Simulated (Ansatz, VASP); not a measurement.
One calculation of Rh, two programs

Contents of INCAR:

```
SYSTEM = Rh
ALGO = Normal ; EDIFF = 1E-6
ENCUT = 500 ; GGA_COMPAT = .False.
ISIF = 2 ; ISMEAR = 1
LASPH = .True. ; LCHARG = .False.
LREAL = .False. ; LWAVE = .False.
NBANDS = 14 ; NELM = 120
PREC = Accurate ; SIGMA = 0.1
```

The input KPOINTS:

```
k-points
0
Gamma
  15 15 15
  0 0 0
```

POSCAR

```
Rh
1.0
    0.0000000000      1.8978500000      1.8978500000
    1.8978500000      0.0000000000      1.8978500000
    1.8978500000      1.8978500000      0.0000000000
Rh
1
Direct
    0.0000000000      0.0000000000      0.0000000000
```

Input for Ansatz:

```yaml
crystal:
  lattice:
    - [0.0, 1.89785, 1.89785]
    - [1.89785, 0.0, 1.89785]
    - [1.89785, 1.89785, 0.0]
  atoms:
    - { symbol: Rh, position: [0.0, 0.0, 0.0] }
kpoints:
  mp_grid:
    grid: [15, 15, 15]
hamiltonian:
  xc: lda
  pseudopotentials:
    kind: paw
scf:
  occupations:
    method: cold
    width: 0.1
output:
  forces: true
  stress: true
  eigenvalues: true
```

Alike in both runs: task single point; functional LDA; k mesh 15 × 15 × 15; no spin polarisation.

```csv
,VASP,Ansatz
version,VASP 6.6.1,Ansatz 0.2.0
potentials or method,"VASP PAW LDA potentials, release 64 (Rh_pv)","plane waves, PAW"
plane-wave cutoff (eV),500,420
occupations,"methfessel-paxton of order 1, width 0.1 eV","cold, width 0.1 eV"
valence electrons in the cell,15,17
```

```tsv
	VASP	Ansatz	Ansatz less VASP
gap on the k mesh at the Fermi level (eV)	none	none	-
pressure (GPa)	-9.0	-9.8	-0.85
```

LDA's correlation is that of Perdew and Zunger in VASP and of Perdew and Wang (1992) in Ansatz. A gap of «none» marks a metal or a gap that the smearing closes. VASP's potentials hold 15 valence electrons a cell and Ansatz's 17, so a difference there can come from the potentials and not from the codes.
